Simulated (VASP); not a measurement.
**BaTe: single point with r2SCAN**

Crystal: BaTe.

```
CELL_PARAMETERS angstrom
5.97021 0.00000 0.00000
-2.98511 5.17035 0.00000
0.00000 0.00000 7.00243
ATOMIC_POSITIONS crystal
Ba 0.66667 0.33333 0.06259
Ba 0.33333 0.66667 0.56259
Te 0.66667 0.33333 0.56261
Te 0.33333 0.66667 0.06261
```

- Program: VASP 6.6.1
- Task: single point
- Functional: r2SCAN
- Potentials or basis: VASP PAW PBE potentials, release 64 (Ba_sv, Te)
- Cutoff: 520 eV
- k mesh: 8 × 8 × 4
- Occupations: gaussian, width 0.05 eV
- Spin: no spin polarisation
- Dipole correction: no
- Further INCAR settings: ALGO = Normal; EDIFF = 1e-06; NBANDS = 24

```yaml
Pressure: 0.2 GPa
Band_gap_on_the_k_mesh: 2.28 eV (least direct gap 2.58 eV)
```

Stress tensor (GPa, compression positive):
```
0.20 0.00 0.00
0.00 0.20 0.00
0.00 0.00 0.31
```

Levels at points of the mesh, in eV from the valence-band top:
```
           k point  band 13  band 14  band 15  band 16  band 17  band 18  band 19  band 20
(0.00, 0.00, 0.00)    -0.96    -0.93    -0.93     0.00     2.69     3.18     3.18     4.12
(0.50, 0.00, 0.00)    -0.85    -0.76    -0.52    -0.39     2.72     3.07     3.25     4.25
(0.00, 0.00, 0.50)    -1.08    -1.08    -1.08    -1.08     3.52     3.52     4.69     4.69
(0.50, 0.00, 0.50)    -0.91    -0.91    -0.74    -0.74     3.43     3.43     4.30     4.30
```

Run time: 17 min on 1 thread of Oxide Virtual Turin-like Processor (shared host), peak memory 0.44 GiB.

Caveat: the PAW data sets were made with another functional, which shifts forces and pressure a little; spin-orbit coupling is left out, which moves the levels of the heavy elements. A k mesh can miss the band edges.
